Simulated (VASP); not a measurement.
# WC (P-6m2) in VASP: notebook

WC is run at these levels: PBE; tasks: single point.

Everything below comes from runs of VASP 6.6.1. Logs are shortened: lines on timing, memory, paths and dates and some standing lists are left out, and cuts for length are marked.

### Step 1. The cell of the first run

It takes space group P-6m2 (No. 187, hexagonal). The conventional cell has a = 2.875 Å, b = 2.875 Å, c = 2.941 Å, α = 90.00°, β = 90.00°, γ = 120.00°. W (site symmetry -6m2) has 6 C at 2.22 Å and 8 W at 2.87 to 2.94 Å within 3.0 Å. Within 3.0 Å of C (site symmetry -6m2) lie 6 W at 2.22 Å and 8 C at 2.87 to 2.94 Å.

### Step 2. Single point, PBE

The input, INCAR:

```
SYSTEM = WC
PREC = Accurate ; ENCUT = 520
EDIFF = 1E-7 ; ISMEAR = 0
SIGMA = 0.15 ; LREAL = .False.
LASPH = .True. ; NELM = 60
ALGO = Normal ; ISIF = 2
LWAVE = .False. ; LCHARG = .False.
GGA = PE ; NBANDS = 16
```

The input, KPOINTS:

```
Automatic mesh
0
Gamma
  24 24 24
  0 0 0
```

The input, POSCAR:

```
WC
1.0
    2.8746380596      0.0000000000      0.0000000000
   -1.4373190298      2.4895095863      0.0000000000
    0.0000000000      0.0000000000      2.9412046364
W C
1 1
Direct
    0.0000000000      0.0000000000      0.0000000000
    0.6666666667      0.3333333333      0.5000000000
```

Potentials or basis: VASP PAW PBE potentials, release 64 (W_sv, C).

Command:

```
$ cat potpaw_PBE.64/W_sv/POTCAR potpaw_PBE.64/C/POTCAR > POTCAR
$ mpirun -np 1 vasp_std > vasp.out
```

OUTCAR:

```text
SYSTEM = WC
   PREC = Accurate
   ENCUT = 520
   EDIFF = 1E-7
   ISMEAR = 0
   LREAL = .False.
   LASPH = .True.
   NELM = 60
   ISIF = 2
   GGA = PE

 ion  position               nearest neighbor table
   1  0.000  0.000  0.000-   2 2.22   2 2.22   2 2.22   2 2.22   2 2.22   2 2.22
   2  0.667  0.333  0.500-   1 2.22   1 2.22   1 2.22   1 2.22   1 2.22   1 2.22

  LATTYP: Found a hexagonal cell.
 ALAT       =     2.8746380596
 C/A-ratio  =     1.0231565072

  Lattice vectors:

 A1 = (   2.8746380596,   0.0000000000,   0.0000000000)
 A2 = (  -1.4373190298,   2.4895095863,   0.0000000000)
 A3 = (   0.0000000000,   0.0000000000,   2.9412046364)

Analysis of symmetry for initial positions (statically):
=====================================================================
 Subroutine PRICEL returns:
 Original cell was already a primitive cell.

 Routine SETGRP: Setting up the symmetry group for a
 hexagonal supercell.

 Subroutine GETGRP returns: Found 12 space group operations
 (whereof 12 operations were pure point group operations)
 out of a pool of 24 trial point group operations.

The static configuration has the point symmetry D_3h.

Analysis of symmetry for dynamics (positions and initial velocities):
=====================================================================
 Subroutine PRICEL returns:
 Original cell was already a primitive cell.

 Routine SETGRP: Setting up the symmetry group for a
 hexagonal supercell.

 Subroutine GETGRP returns: Found 12 space group operations
 (whereof 12 operations were pure point group operations)
 out of a pool of 24 trial point group operations.

The dynamic configuration has the point symmetry D_3h.

 Subroutine INISYM returns: Found 12 space group operations
 (whereof 12 operations are pure point group operations),
 and found     1 'primitive' translations

----------------------------------------------------------------------------------------

                                     Primitive cell

  volume of cell :      21.0486

  direct lattice vectors                    reciprocal lattice vectors
     2.874638060  0.000000000  0.000000000     0.347869881  0.200842769  0.000000000
    -1.437319030  2.489509586  0.000000000     0.000000000  0.401685539  0.000000000
     0.000000000  0.000000000  2.941204636     0.000000000  0.000000000  0.339996744

  length of vectors
     2.874638060  2.874638060  2.941204636     0.401685539  0.401685539  0.339996744

  position of ions in fractional coordinates (direct lattice)
     0.000000000  0.000000000  0.000000000
     0.666666667  0.333333333  0.500000000

  ion indices of the primitive-cell ions
   primitive index   ion index
                 1           1
                 2           2

----------------------------------------------------------------------------------------

 KPOINTS: Automatic mesh

Automatic generation of k-mesh.
 Grid dimensions read from file:
 generate k-points for:   24   24   24

 Generating k-lattice:

  Cartesian coordinates                     Fractional coordinates (reciprocal lattice)
     0.014494578  0.008368449  0.000000000     0.041666667 -0.000000000  0.000000000
     0.000000000  0.016736897  0.000000000     0.000000000  0.041666667  0.000000000
     0.000000000  0.000000000  0.014166531     0.000000000  0.000000000  0.041666667

  Length of vectors
     0.016736897  0.016736897  0.014166531

  Shift w.r.t. Gamma in fractional coordinates (k-lattice)
     0.000000000  0.000000000  0.000000000

 Subroutine IBZKPT returns following result:
 ===========================================

 Found    793 irreducible k-points:

 Following reciprocal coordinates:
            Coordinates               Weight
  0.000000  0.000000  0.000000      1.000000
  0.041667  0.000000  0.000000      6.000000
  0.083333  0.000000  0.000000      6.000000
  0.125000  0.000000  0.000000      6.000000
  0.166667  0.000000  0.000000      6.000000
  0.208333  0.000000  0.000000      6.000000
[... 16 lines left out ...]
  0.416667  0.041667  0.000000     12.000000
  0.458333  0.041667  0.000000     12.000000
 [... further k-points ...]
   k-points           NKPTS =    793   k-points in BZ     NKDIM =    793   number of bands    NBANDS=     16
   number of dos      NEDOS =    301   number of ions     NIONS =      2
   total plane-waves  NPLWV =  13824
   dimension x,y,z NGX =    24 NGY =   24 NGZ =   24
   dimension x,y,z NGXF=    48 NGYF=   48 NGZF=   48
   ions per type =               1   1
   NGX,Y,Z   is equivalent  to a cutoff of  13.88, 13.88, 13.57 a.u.
   NGXF,Y,Z  is equivalent  to a cutoff of  27.76, 27.76, 27.13 a.u.
 SYSTEM =  WC
   PREC   = accura    normal or accurate (medium, high low for compatibility)
   ISTART =      0    job   : 0-new  1-cont  2-samecut
   ICHARG =      2    charge: 1-file 2-atom 10-const
   ISPIN  =      1    spin polarized calculation?
   LNONCOLLINEAR =      F non collinear calculations
   LSORBIT =      F    spin-orbit coupling
   LASPH  =      T    aspherical Exc in radial PAW
   ENCUT  =  520.0 eV  38.22 Ry    6.18 a.u.   5.34  5.34  5.47*2*pi/ulx,y,z
   NELM   =     60;   NELMIN=  2; NELMDL= -5     # of ELM steps
   EDIFF  = 0.1E-06   stopping-criterion for ELM
   LREAL  =      F    real-space projection
   EDIFFG = 0.1E-05   stopping-criterion for IOM
   NSW    =      0    number of steps for IOM
   IBRION =     -1    ionic relax: 0-MD 1-quasi-New 2-CG
   NFREE  =      0    steps in history (QN), initial steepest desc. (CG)
   ISIF   =      2    stress and relaxation
   ISYM   =      2    0-nonsym 1-usesym 2-fastsym
   POTIM  = 0.5000    time-step for ionic-motion
   TEBEG  =    0.0;   TEEND  =   0.0 temperature during run
   PSTRESS=    0.0 pullay stress
   NELECT =      18.0000    total number of electrons
   NUPDOWN=      -1.0000    fix difference up-down
   EMIN   =  10.00;   EMAX   =-10.00  energy-range for DOS
   EFERMI =   0.00;   METHOD = LEGACY
   ISMEAR =     0;   SIGMA  =   0.15  broadening in eV -4-tet -1-fermi 0-gaus
   EFERMI_NEDOS =   21; number of points for ismear=-14 and -15
   IALGO  =     38    algorithm
   IMIX   =      4    mixing-type and parameters
     AMIX     =   0.40;   BMIX     =  1.00
     AMIX_MAG =   1.60;   BMIX_MAG =  1.00
  volume/ion in A,a.u.               =      10.52        71.02
  Fermi-wavevector in a.u.,A,eV,Ry     =   1.553907  2.936458 32.852980  2.414626
  Thomas-Fermi vector in A             =   2.658070
   LORBIT       =      0    0 simple, 1 ext, 2 COOP (PROOUT), +10 PAW based schemes
   GGA     = PE    functional components
   LHFCALC =     F    Hartree Fock is set to
   AEXX    =    0.0000 exact exchange contribution
   IVDW    =     0    specifies the selected vdW correction
   LEPSILON=     F    determine dielectric tensor
   LRPA    =     F    only Hartree local field effects (RPA)
 non-spin polarized calculation
 Gauss-broadening in eV      SIGMA  =   0.15
  energy-cutoff  :      520.00
  volume of cell :       21.05
 maximum number of plane-waves:       587
 NGX is ok and might be reduce to    24

 number of electron      17.9999999 magnetization

 Free energy of the ion-electron system (eV)
  ---------------------------------------------------
  ext. energy  EPLUGINS =         0.00000000
  ---------------------------------------------------
  free energy    TOTEN  =       -22.37723026 eV

  energy without entropy =      -22.37430646  energy(sigma->0) =      -22.37576836

 E-fermi :  10.8472     XC(G=0): -13.7319

 val. band max:       10.8313971189   @ k =   0.4583   0.0000   0.4583
 cond. band min:      10.8499918745   @ k =   0.0833   0.0417   0.3750
 fundamental gap:      0.0185947556
 Fermi energy:        10.8471609729

 k-point     1 :       0.0000    0.0000    0.0000
  band No.  band energies     occupation
      1     -63.1723      2.00000
      2     -27.2433      2.00000
      3     -26.9889      2.00000
      4     -26.9889      2.00000
      5      -3.4451      2.00000
      6       6.5398      2.00000
[... 8 lines left out ...]
     15      24.8305      0.00000
     16      27.8570      0.00000

 k-point     2 :       0.0417    0.0000    0.0000
  band No.  band energies     occupation
      1     -63.1712      2.00000
      2     -27.2411      2.00000
      3     -27.0048      2.00000
      4     -26.9925      2.00000
      5      -3.3986      2.00000
      6       6.5729      2.00000
[... 8 lines left out ...]
     15      24.7545      0.00000
     16      27.9564      0.00000

 k-point     3 :       0.0833    0.0000    0.0000
  band No.  band energies     occupation
      1     -63.1679      2.00000
      2     -27.2349      2.00000
      3     -27.0513      2.00000
      4     -27.0030      2.00000
      5      -3.2609      2.00000
      6       6.6558      2.00000
[... 8 lines left out ...]
     15      24.5892      0.00000
     16      28.2481      0.00000

 k-point     4 :       0.1250    0.0000    0.0000
  band No.  band energies     occupation
      1     -63.1626      2.00000
      2     -27.2249      2.00000
      3     -27.1247      2.00000
      4     -27.0197      2.00000
      5      -3.0381      2.00000
      6       6.6988      2.00000
[... 8 lines left out ...]
     15      24.4466      0.00000
     16      28.7141      0.00000
[... 324 lines left out ...]
 k-point    22 :       0.3750    0.0417    0.0000
  band No.  band energies     occupation
      1     -63.1125      2.00000
      2     -27.7793      2.00000
      3     -27.1835      2.00000
      4     -27.1292      2.00000
      5      -0.4594      2.00000
      6       4.3662      2.00000
[... 8 lines left out ...]
     15      24.9302      0.00000
     16      28.2721      0.00000

 k-point    23 :       0.4167    0.0417    0.0000
  band No.  band energies     occupation
      1     -63.1081      2.00000
      2     -27.8328      2.00000
      3     -27.1972      2.00000
      4     -27.1209      2.00000
      5      -0.1541      2.00000
      6       4.1423      2.00000
[... 8 lines left out ...]
     15      24.1356      0.00000
     16      28.8171      0.00000

 k-point    24 :       0.4583    0.0417    0.0000
  band No.  band energies     occupation
      1     -63.1059      2.00000
      2     -27.8604      2.00000
      3     -27.2043      2.00000
      4     -27.1166      2.00000
      5       0.0166      2.00000
      6       4.0197      2.00000
[... 8 lines left out ...]
     15      23.6790      0.00000
     16      29.1359      0.00000

 [... further k-points ...]
[... 5 lines left out ...]
  --------------------------------------------------------------------------------------
  -------------------------------------------------------------------------------------
  Total        1.4669390      1.4669390     -3.0156498      0.0000000     -0.0000000     -0.0000000
  in kB      111.6607189    111.6607189   -229.5457573      0.0000000     -0.0000000     -0.0000000
  external PRESSURE =      -2.0747732 kB  Pullay stress =       0.0000000 kB

 VOLUME and BASIS-vectors are now :
 -----------------------------------------------------------------------------
  energy-cutoff  :      520.00
  volume of cell :       21.05
      direct lattice vectors                 reciprocal lattice vectors
     2.874638060  0.000000000  0.000000000     0.347869881  0.200842769  0.000000000
    -1.437319030  2.489509586  0.000000000     0.000000000  0.401685539  0.000000000
     0.000000000  0.000000000  2.941204636     0.000000000  0.000000000  0.339996744

 POSITION                                       TOTAL-FORCE (eV/Angst)
 -----------------------------------------------------------------------------------
      0.00000      0.00000      0.00000         0.000000     -0.000000      0.000000
      1.43732      0.82984      1.47060        -0.000000      0.000000      0.000000
 -----------------------------------------------------------------------------------
    total drift:                               -0.000000      0.000000      0.000000

  FREE ENERGIE OF THE ION-ELECTRON SYSTEM (eV)
  ---------------------------------------------------
  free  energy   TOTEN  =       -22.3772302604 eV

  energy  without entropy=      -22.3743064581  energy(sigma->0) =      -22.37576836
```

It took 2.2 min on 1 thread of Intel Xeon Platinum 8488C (Sapphire Rapids), shared host; peak memory 0.36 GiB.

What came out:

```yaml
Free_energy: -22.3772 eV
Pressure: -0.2 GPa
Band_gap_on_the_k_mesh: zero (bands 9 and 10 overlap by 1.17 eV)
```

Levels at points of the mesh, in eV from the Fermi level:
```csv
k point,band 5,band 6,band 7,band 8,band 9,band 10,band 11,band 12,band 13,band 14
"(0.00, 0.00, 0.00)",-14.29,-4.31,-2.92,-2.92,-0.34,3.13,3.13,5.38,5.38,6.74
"(0.50, 0.00, 0.00)",-10.83,-6.86,-4.02,-3.50,-0.13,2.16,4.77,5.29,6.54,9.16
"(0.00, 0.00, 0.50)",-10.60,-8.62,-1.49,-1.49,-0.58,-0.58,2.77,4.74,4.74,9.81
"(0.50, 0.00, 0.50)",-11.14,-6.37,-4.26,-3.86,0.17,4.66,4.86,6.48,9.01,9.91
```

Caveat: the stress differs along the axes, from -23 to 11 GPa; spin-orbit coupling is left out, which moves the levels of the heavy elements.

### Step 3. Single point, PBE

This run uses another cell than the first one, of the same volume but with other edges.

The input, INCAR:

```
SYSTEM = WC
PREC = Accurate
ENCUT = 520
EDIFF = 1E-6
ISMEAR = 0
SIGMA = 0.15
LREAL = .FALSE.
LASPH = .TRUE.
NELM = 80
ALGO = Normal
ISIF = 2
LWAVE = .FALSE.
LCHARG = .FALSE.
GGA = PE
NBANDS = 16
```

The input, KPOINTS:

```
regular mesh
0
G
  24 24 24
  0 0 0
```

The input, POSCAR:

```
WC
1.0
    3.1473831006      0.0000000000      0.0000000000
   -1.5736915503      2.7257137206      0.0000000000
    0.0000000000      0.0000000000      2.4535356189
W C
1 1
Direct
    0.0000000000      0.0000000000      0.0000000000
    0.6666666667      0.3333333333      0.5000000000
```

Potentials or basis: VASP PAW PBE potentials, release 64 (W_sv, C).

Command:

```
$ cat potpaw_PBE.64/W_sv/POTCAR potpaw_PBE.64/C/POTCAR > POTCAR
$ mpirun -np 1 vasp_std > vasp.out
```

It took 2.1 min on 1 thread of Intel Xeon Platinum 8488C (Sapphire Rapids), shared host; peak memory 0.35 GiB.

It converged, with:

```
Free energy            : -20.8288 eV
Pressure               : 27.2 GPa
Band gap on the k mesh : zero (bands 9 and 10 overlap by 3.44 eV)
```

Stress tensor (GPa, compression positive):
```
-27.97   0.00   0.00
  0.00 -27.97   0.00
  0.00   0.00 137.40
```

Levels at points of the mesh, in eV from the Fermi level:
| k point | band 5 | band 6 | band 7 | band 8 | band 9 | band 10 | band 11 | band 12 | band 13 | band 14 |
| --- | --- | --- | --- | --- | --- | --- | --- | --- | --- | --- |
| (0.00, 0.00, 0.00) | -14.86 | -5.16 | -5.16 | -5.08 | 2.38 | 4.05 | 4.07 | 4.07 | 5.96 | 5.96 |
| (0.50, 0.00, 0.00) | -12.29 | -7.67 | -4.41 | -2.27 | -0.72 | 1.80 | 2.78 | 3.62 | 7.68 | 11.65 |
| (0.00, 0.00, 0.50) | -9.58 | -8.51 | -4.27 | -4.27 | -0.55 | -0.55 | 2.94 | 2.94 | 5.98 | 10.69 |
| (0.50, 0.00, 0.50) | -11.43 | -6.69 | -5.99 | -3.86 | 0.47 | 3.01 | 4.94 | 5.45 | 7.67 | 12.54 |

Caveat: the stress differs along the axes, from -28 to 137 GPa; spin-orbit coupling is left out, which moves the levels of the heavy elements.
